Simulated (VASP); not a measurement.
# I (P3_121) in VASP: a series of runs

Runs on I. Level: PBEsol. Tasks: single point, relaxation of cell and atoms.

All numbers are computed with VASP 6.6.1; they aren't measurements. Logs are shortened: lines on timing, memory, paths and dates and some standing lists are left out, and cuts for length are marked.

## Step 1: The cell of the first run

It takes space group P3_121 (No. 152, trigonal). The conventional cell has a = 5.187 Å, b = 5.187 Å, c = 5.885 Å, α = 90.00°, β = 90.00°, γ = 120.00°. Within 3.7 Å of I (site symmetry 2) lie 2 I at 2.82 Å.

## Step 2: Single point, PBEsol

The input, INCAR:

```
SYSTEM = I
ALGO     = Normal         ! electronic algorithm
EDIFF    = 1E-6           ! SCF threshold, eV
ENCUT    = 520            ! plane-wave cutoff, eV
GGA      = PS             ! functional
ISIF     = 2              ! what is computed and relaxed
ISMEAR   = 0              ! smearing method
LASPH    = .TRUE.         ! aspherical terms in the spheres
LCHARG   = .FALSE.        ! write CHGCAR
LREAL    = .FALSE.        ! projectors in reciprocal space
LWAVE    = .FALSE.        ! write WAVECAR
NBANDS   = 18             ! bands
NELM     = 80             ! most SCF steps
PREC     = Accurate       ! precision mode
SIGMA    = 0.1            ! smearing width, eV
```

The input, KPOINTS:

```
k-points
0
G
  6 6 4
  0 0 0
```

The input, POSCAR:

```
I
1.0
    5.1869335334      0.0000000000      0.0000000000
   -2.5934667668      4.4920162077      0.0000000000
    0.0000000000      0.0000000000      5.8847497256
I
3
Direct
    0.2254000000      0.0000000000      0.3333333333
    0.0000000000      0.2254000000      0.6666666667
    0.7746000000      0.7746000000      0.0000000000
```

Potentials or basis: VASP PAW PBE potentials, release 64 (I).

On the command line:

```console
cat potpaw_PBE.64/I/POTCAR > POTCAR
mpirun -np 1 vasp_std > vasp.out
```

OUTCAR:

```text
SYSTEM = I
   EDIFF = 1E-6
   ENCUT = 520
   GGA = PS
   ISIF = 2
   ISMEAR = 0
   LASPH = .TRUE.
   LREAL = .FALSE.
   NELM = 80
   PREC = Accurate

 ion  position               nearest neighbor table
   1  0.225  0.000  0.333-   3 2.82   2 2.82
   2  0.000  0.225  0.667-   3 2.82   1 2.82
   3  0.775  0.775  0.000-   1 2.82   2 2.82

  LATTYP: Found a hexagonal cell.
 ALAT       =     5.1869335334
 C/A-ratio  =     1.1345334749

  Lattice vectors:

 A1 = (   5.1869335334,   0.0000000000,   0.0000000000)
 A2 = (  -2.5934667668,   4.4920162077,   0.0000000000)
 A3 = (   0.0000000000,   0.0000000000,   5.8847497256)

Analysis of symmetry for initial positions (statically):
=====================================================================
 Subroutine PRICEL returns:
 Original cell was already a primitive cell.

 Routine SETGRP: Setting up the symmetry group for a
 hexagonal supercell.

 Subroutine GETGRP returns: Found  6 space group operations
 (whereof  2 operations were pure point group operations)
 out of a pool of 24 trial point group operations.

The static configuration has the point symmetry C_2 .
 The point group associated with its full space group is D_3 .

Analysis of symmetry for dynamics (positions and initial velocities):
=====================================================================
 Subroutine PRICEL returns:
 Original cell was already a primitive cell.

 Routine SETGRP: Setting up the symmetry group for a
 hexagonal supercell.

 Subroutine GETGRP returns: Found  6 space group operations
 (whereof  2 operations were pure point group operations)
 out of a pool of 24 trial point group operations.

The dynamic configuration has the point symmetry C_2 .
 The point group associated with its full space group is D_3 .

 Subroutine INISYM returns: Found  6 space group operations
 (whereof  2 operations are pure point group operations),
 and found     1 'primitive' translations

----------------------------------------------------------------------------------------

                                     Primitive cell

  volume of cell :     137.1134

  direct lattice vectors                    reciprocal lattice vectors
     5.186933533  0.000000000  0.000000000     0.192792137  0.111308592  0.000000000
    -2.593466767  4.492016208  0.000000000     0.000000000  0.222617184  0.000000000
     0.000000000  0.000000000  5.884749726     0.000000000  0.000000000  0.169930761

  length of vectors
     5.186933533  5.186933533  5.884749726     0.222617184  0.222617184  0.169930761

  position of ions in fractional coordinates (direct lattice)
     0.225400000  0.000000000  0.333333333
     0.000000000  0.225400000  0.666666667
     0.774600000  0.774600000  0.000000000

  ion indices of the primitive-cell ions
   primitive index   ion index
                 1           1
                 2           2
                 3           3

----------------------------------------------------------------------------------------

 KPOINTS: k-points

Automatic generation of k-mesh.
 Grid dimensions read from file:
 generate k-points for:    6    6    4

 Generating k-lattice:

  Cartesian coordinates                     Fractional coordinates (reciprocal lattice)
     0.032132023  0.018551432  0.000000000     0.166666667  0.000000000  0.000000000
     0.000000000  0.037102864  0.000000000     0.000000000  0.166666667  0.000000000
     0.000000000  0.000000000  0.042482690     0.000000000  0.000000000  0.250000000

  Length of vectors
     0.037102864  0.037102864  0.042482690

  Shift w.r.t. Gamma in fractional coordinates (k-lattice)
     0.000000000  0.000000000  0.000000000

 Subroutine IBZKPT returns following result:
 ===========================================

 Found     24 irreducible k-points:

 Following reciprocal coordinates:
            Coordinates               Weight
  0.000000  0.000000  0.000000      1.000000
  0.166667  0.000000  0.000000      6.000000
  0.333333  0.000000  0.000000      6.000000
  0.500000 -0.000000  0.000000      3.000000
  0.166667  0.166667  0.000000      6.000000
  0.333333  0.166667  0.000000     12.000000
[... 16 lines left out ...]
  0.333333  0.166667  0.500000     12.000000
  0.333333  0.333333  0.500000      2.000000
   k-points           NKPTS =     24   k-points in BZ     NKDIM =     24   number of bands    NBANDS=     18
   number of dos      NEDOS =    301   number of ions     NIONS =      3
   total plane-waves  NPLWV =  76800
   dimension x,y,z NGX =    40 NGY =   40 NGZ =   48
   dimension x,y,z NGXF=    80 NGYF=   80 NGZF=   96
   ions per type =               3
   NGX,Y,Z   is equivalent  to a cutoff of  12.82, 12.82, 13.56 a.u.
   NGXF,Y,Z  is equivalent  to a cutoff of  25.64, 25.64, 27.12 a.u.
 SYSTEM =  I
   PREC   = accura    normal or accurate (medium, high low for compatibility)
   ISTART =      0    job   : 0-new  1-cont  2-samecut
   ICHARG =      2    charge: 1-file 2-atom 10-const
   ISPIN  =      1    spin polarized calculation?
   LNONCOLLINEAR =      F non collinear calculations
   LSORBIT =      F    spin-orbit coupling
   LASPH  =      T    aspherical Exc in radial PAW
   ENCUT  =  520.0 eV  38.22 Ry    6.18 a.u.   9.64  9.64 10.94*2*pi/ulx,y,z
   NELM   =     80;   NELMIN=  2; NELMDL= -5     # of ELM steps
   EDIFF  = 0.1E-05   stopping-criterion for ELM
   LREAL  =      F    real-space projection
   EDIFFG = 0.1E-04   stopping-criterion for IOM
   NSW    =      0    number of steps for IOM
   IBRION =     -1    ionic relax: 0-MD 1-quasi-New 2-CG
   NFREE  =      0    steps in history (QN), initial steepest desc. (CG)
   ISIF   =      2    stress and relaxation
   ISYM   =      2    0-nonsym 1-usesym 2-fastsym
   POTIM  = 0.5000    time-step for ionic-motion
   TEBEG  =    0.0;   TEEND  =   0.0 temperature during run
   PSTRESS=    0.0 pullay stress
   NELECT =      21.0000    total number of electrons
   NUPDOWN=      -1.0000    fix difference up-down
   EMIN   =  10.00;   EMAX   =-10.00  energy-range for DOS
   EFERMI =   0.00;   METHOD = LEGACY
   ISMEAR =     0;   SIGMA  =   0.10  broadening in eV -4-tet -1-fermi 0-gaus
   EFERMI_NEDOS =   21; number of points for ismear=-14 and -15
   IALGO  =     38    algorithm
   IMIX   =      4    mixing-type and parameters
     AMIX     =   0.40;   BMIX     =  1.00
     AMIX_MAG =   1.60;   BMIX_MAG =  1.00
  volume/ion in A,a.u.               =      45.70       308.43
  Fermi-wavevector in a.u.,A,eV,Ry     =   0.875900  1.655211 10.438404  0.767201
  Thomas-Fermi vector in A             =   1.995635
   LORBIT       =      0    0 simple, 1 ext, 2 COOP (PROOUT), +10 PAW based schemes
   GGA     = PS    functional components
   LHFCALC =     F    Hartree Fock is set to
   AEXX    =    0.0000 exact exchange contribution
   IVDW    =     0    specifies the selected vdW correction
   LEPSILON=     F    determine dielectric tensor
   LRPA    =     F    only Hartree local field effects (RPA)
 non-spin polarized calculation
 Gauss-broadening in eV      SIGMA  =   0.10
  energy-cutoff  :      520.00
  volume of cell :      137.11
 maximum number of plane-waves:      3712
 NGX is ok and might be reduce to    40
   NGX = 19   NGY = 19   NGZ = 21

 number of electron      20.9999997 magnetization

 Free energy of the ion-electron system (eV)
  ---------------------------------------------------
  ext. energy  EPLUGINS =         0.00000000
  ---------------------------------------------------
  free energy    TOTEN  =        -3.10843803 eV

  energy without entropy =       -3.08366125  energy(sigma->0) =       -3.09604964

 E-fermi :   2.9835     XC(G=0):  -7.7875

 val. band max:        2.9829265158   @ k =   0.5000  -0.0000   0.0000
 cond. band min:       3.0018957764   @ k =   0.3333   0.1667   0.0000
 fundamental gap:      0.0189692606
 Fermi energy:         2.9834928364

 k-point     1 :       0.0000    0.0000    0.0000
  band No.  band energies     occupation
      1     -11.8649      2.00000
      2      -9.4995      2.00000
      3      -9.4995      2.00000
      4      -1.7100      2.00000
      5      -1.7100      2.00000
      6      -1.1674      2.00000
[... 10 lines left out ...]
     17       9.2811      0.00000
     18       9.2812      0.00000

 k-point     2 :       0.1667    0.0000    0.0000
  band No.  band energies     occupation
      1     -11.8179      2.00000
      2      -9.5435      2.00000
      3      -9.5031      2.00000
      4      -1.8695      2.00000
      5      -1.8245      2.00000
      6      -1.1711      2.00000
[... 10 lines left out ...]
     17       9.2427      0.00000
     18       9.5574      0.00000

 k-point     3 :       0.3333    0.0000    0.0000
  band No.  band energies     occupation
      1     -11.7156      2.00000
      2      -9.6429      2.00000
      3      -9.5099      2.00000
      4      -2.0851      2.00000
      5      -1.9960      2.00000
      6      -1.1131      2.00000
[... 10 lines left out ...]
     17       9.6339      0.00000
     18      10.5968      0.00000

 k-point     4 :       0.5000   -0.0000    0.0000
  band No.  band energies     occupation
      1     -11.6595      2.00000
      2      -9.6991      2.00000
      3      -9.5131      2.00000
      4      -2.1438      2.00000
      5      -2.0762      2.00000
      6      -0.9773      2.00000
[... 375 lines left out ...]
      4      -2.4911      2.00000
      5      -1.5798      2.00000
      6      -1.5300      2.00000
[... 10 lines left out ...]
     17       9.6460      0.00000
     18      10.4926      0.00000

 k-point    23 :       0.3333    0.1667    0.5000
  band No.  band energies     occupation
      1     -11.0542      2.00000
      2     -11.0030      2.00000
      3      -8.7727      2.00000
      4      -2.6382      2.00000
      5      -1.8152      2.00000
      6      -1.7315      2.00000
[... 10 lines left out ...]
     17      10.3149      0.00000
     18      10.6422      0.00000

 k-point    24 :       0.3333    0.3333    0.5000
  band No.  band energies     occupation
      1     -11.0100      2.00000
      2     -11.0100      2.00000
      3      -8.8146      2.00000
      4      -2.6530      2.00000
      5      -1.9054      2.00000
      6      -1.9054      2.00000
[... 10 lines left out ...]
     17      10.2381      0.00000
     18      10.2381      0.00000

------------------------ aborting loop because EDIFF is reached ----------------------------------------

  FORCE on cell =-STRESS in cart. coord.  units (eV):
  Direction    XX          YY          ZZ          XY          YZ          ZX
  --------------------------------------------------------------------------------------
  -------------------------------------------------------------------------------------
  Total        1.8495421      1.8495421      8.1674388     -0.0000000     -0.0000000      0.0000000
  in kB       21.6119929     21.6119929     95.4369340     -0.0000000     -0.0000000      0.0000000
  external PRESSURE =      46.2203066 kB  Pullay stress =       0.0000000 kB

 VOLUME and BASIS-vectors are now :
 -----------------------------------------------------------------------------
  energy-cutoff  :      520.00
  volume of cell :      137.11
      direct lattice vectors                 reciprocal lattice vectors
     5.186933533  0.000000000  0.000000000     0.192792137  0.111308592  0.000000000
    -2.593466767  4.492016208  0.000000000     0.000000000  0.222617184  0.000000000
     0.000000000  0.000000000  5.884749726     0.000000000  0.000000000  0.169930761

 POSITION                                       TOTAL-FORCE (eV/Angst)
 -----------------------------------------------------------------------------------
      1.16913      0.00000      1.96158         1.733187      0.000000      0.000000
     -0.58457      1.01250      3.92317        -0.866594      1.500984     -0.000000
      2.00890      3.47952      0.00000        -0.866594     -1.500984     -0.000000
 -----------------------------------------------------------------------------------
    total drift:                               -0.000000     -0.000000      0.000000

  FREE ENERGIE OF THE ION-ELECTRON SYSTEM (eV)
  ---------------------------------------------------
  free  energy   TOTEN  =        -3.1084380276 eV

  energy  without entropy=       -3.0836612502  energy(sigma->0) =       -3.09604964
```

Wall time 64 s (1 thread of Oxide Virtual Turin-like, shared host); peak memory 0.22 GiB.

Results:

- Free energy: -3.1084 eV
- Pressure: 4.6 GPa
- Largest force: 1.733 eV/Å
- Band gap on the k mesh: zero (an odd number of electrons rules out a gap without spin polarisation)

Forces on the atoms (eV/Å):
```
I    1.733  0.000  0.000
I   -0.867  1.501  0.000
I   -0.867 -1.501  0.000
```

Caveat: the stress differs along the axes, from 2 to 10 GPa; the PAW data sets were made with another functional, which shifts forces and pressure a little; spin-orbit coupling is left out, which moves the levels of the heavy elements; an odd number of electrons without spin polarisation forces a metal; a magnetic or distorted state may lie lower.

## Step 3: Relaxation of cell and atoms, PBEsol

The input, INCAR:

```
ALGO = Fast ; EDIFF = 1E-6
EDIFFG = -0.04 ; ENCUT = 600
GGA = PS ; IBRION = 2
ISIF = 3 ; ISMEAR = 0
LASPH = True ; LCHARG = False
LREAL = False ; LWAVE = False
NELM = 80 ; NSW = 90
PREC = Accurate ; SIGMA = 0.1
```

The input, KPOINTS:

```
k-points
0
Gamma
  6 6 4
```

POSCAR is that of step 2.

Potentials or basis: VASP PAW PBE potentials, release 64 (I).

On the command line:

```console
cat potpaw_PBE.64/I/POTCAR > POTCAR
mpirun -np 1 vasp_std > vasp.out
```

Run time: 27 min. Hardware: 1 thread of Oxide Virtual Turin-like, shared host; peak memory 0.28 GiB.

It converged, with:

* Free energy: -5.0075 eV
* Relaxed volume: 42.68 Å³/atom
* Relaxed cell: a = 4.137 Å, b = 4.137 Å, c = 8.640 Å, α = 90.00°, β = 90.00°, γ = 120.00°
* Space group after relaxing (to 0.1 Å): P3_121 (No. 152)
* Energy gained by relaxing: 633.1 meV/atom
* Ionic steps: 28
* Pressure after relaxing: 0.0 GPa
* Band gap on the k mesh: zero (an odd number of electrons rules out a gap without spin polarisation)

Stress tensor (GPa, compression positive):
```
 0.06  0.00  0.00
 0.00  0.06  0.00
 0.00  0.00 -0.04
```

The path:
```
step  energy change (eV)  largest force (eV/Å)  pressure (GPa)  volume (Å³)
   1              0.0000                1.7333            4.62       137.11
   2             -0.5553                0.2094           -1.38       164.48
   3             -0.5733                0.0117           -0.76       159.20
   4             -0.5732                0.0332           -0.82       159.70
   5             -0.6660                0.0680           -0.89       155.28
   6             -0.9427                0.1880           -0.91       141.41
   7             -1.2371                0.3748           -0.95       111.81
   8             -1.2386                0.3900           -1.29       119.76
   9             -1.2407                0.1468            2.78       103.86
  10             -1.2858                0.2861            0.46       111.30
  11             -1.3337                0.3733            0.57       109.96
  12             -1.3572                0.3575            1.26       105.47
  13             -1.3804                0.3969            1.19       106.14
  14             -1.4617                0.4832            0.87       108.15
  15             -1.6093                0.4620           -0.13       112.16
  16             -1.5888                0.2287           -2.01       120.15
  17             -1.6499                0.3456           -1.00       115.81
  18             -1.6838                0.2979           -0.95       116.25
  19             -1.7586                0.1592           -0.80       117.56
  20             -1.8090                0.0070           -0.70       120.21
  21             -1.8414                0.0130            0.02       118.89
  22             -1.8572                0.0271            0.97       117.39
  23             -1.8686                0.0248            0.87       118.74
  24             -1.8849                0.0193            0.77       121.63
  25             -1.8873                0.0227            0.78       127.46
  26             -1.8907                0.0189            0.80       124.89
  27             -1.8991                0.0022           -0.06       128.30
  28             -1.8992                0.0006            0.03       128.03
```

Final structure:
```yaml
crystal:
  lattice:
    - [4.13654, 0.00000, 0.00000]
    - [-2.06827, 3.58235, 0.00000]
    - [0.00000, 0.00000, 8.63997]
  atoms:
    - { symbol: I, position: [0.04529, 0.00000, 0.33333] }
    - { symbol: I, position: [0.00000, 0.04529, 0.66667] }
    - { symbol: I, position: [0.95471, 0.95471, 0.00000] }
```

Levels at points of the mesh, in eV from the Fermi level:
| k point | band 7 | band 8 | band 9 | band 10 | band 11 | band 12 | band 13 | band 14 |
| --- | --- | --- | --- | --- | --- | --- | --- | --- |
| (0.00, 0.00, 0.00) | -1.41 | -0.17 | -0.09 | -0.08 | -0.08 | 3.45 | 4.27 | 6.03 |
| (0.50, 0.00, 0.00) | -2.26 | -2.24 | -1.97 | -0.64 | -0.58 | 3.52 | 4.89 | 6.14 |
| (0.00, 0.00, 0.50) | -1.05 | -1.00 | 0.20 | 0.20 | 0.66 | 0.66 | 4.72 | 4.72 |
| (0.50, 0.00, 0.50) | -1.64 | -1.60 | -1.52 | -0.07 | 0.70 | 0.72 | 4.61 | 5.29 |

Caveat: a cell axis changed by over 15 % at a fixed basis, so the end point is rough; the PAW data sets were made with another functional, which shifts forces and pressure a little; spin-orbit coupling is left out, which moves the levels of the heavy elements; this functional lacks dispersion, which binds layers or chains, so the pressure and a relaxed spacing across them are unreliable; an odd number of electrons without spin polarisation forces a metal; a magnetic or distorted state may lie lower.

The gap in the log of VASP goes by the Fermi energy; the results here count the filled bands.